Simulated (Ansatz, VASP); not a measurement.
# SrO in VASP and in Ansatz

File INCAR:

```
SYSTEM = SrO
PREC = Accurate ; ENCUT = 600
EDIFF = 1E-6 ; ISMEAR = 1
SIGMA = 0.1 ; LREAL = .FALSE.
LASPH = .TRUE. ; NELM = 120
ALGO = Normal ; ISIF = 2
LWAVE = .FALSE. ; LCHARG = .FALSE.
GGA = LIBXC ; LIBXC1 = GGA_X_B88
LIBXC2 = GGA_C_PBE ; NBANDS = 15
GGA_COMPAT = .FALSE.
```

The input KPOINTS:

```
Automatic mesh
0
G
  9 9 9
  0 0 0
```

The input POSCAR:

```
SrO
1.0
    0.0000000000      2.6166323862      2.6166323862
    2.6166323862      0.0000000000      2.6166323862
    2.6166323862      2.6166323862      0.0000000000
Sr O
1 1
Direct
    0.5000000000      0.5000000000      0.5000000000
    0.0000000000      0.0000000000      0.0000000000
```

File input.yaml:

```yaml
crystal:
  lattice:
    - [0.0, 2.6166323862, 2.6166323862]
    - [2.6166323862, 0.0, 2.6166323862]
    - [2.6166323862, 2.6166323862, 0.0]
  atoms:
    - { symbol: Sr, position: [0.5, 0.5, 0.5] }
    - { symbol: O, position: [0.0, 0.0, 0.0] }
hamiltonian:
  xc: { exchange: b88, correlation: pbe }
  pseudopotentials: { kind: paw, core: large }
kpoints:
  mp_grid: { grid: [9, 9, 9] }
scf:
  occupations: { method: methfessel_paxton, width: 0.1 }
output:
  forces: true
  stress: true
  eigenvalues: true
```

Alike in both runs: task single point; functional b88 exchange, pbe correlation; k mesh 9 × 9 × 9; occupations methfessel-paxton of order 1, width 0.1 eV; no spin polarisation.

|  | VASP | Ansatz |
| --- | --- | --- |
| version | VASP 6.6.1 | Ansatz 0.2.0 |
| potentials or method | VASP PAW PBE potentials, release 64 (Sr_sv, O) | Ansatz PAW |
| plane-wave cutoff (eV) | 600 | 420 |
| valence electrons in the cell | 16 | 16 |

```csv
,VASP,Ansatz,Ansatz less VASP
gap on the k mesh at the Fermi level (eV),3.38,3.42,+0.041
least direct gap on the mesh (eV),3.50,3.54,+0.032
pressure (GPa),-1.5,-1.9,-0.38
```

VASP's potentials were made for PBE, not for b88 exchange, pbe correlation. The functional is the same, so the differences come from potentials, cutoffs and numerics.

Noted on Ansatz's run: odd divisions of the mesh miss points on the zone boundary, where band edges often lie, so the gap on the mesh can be too wide.
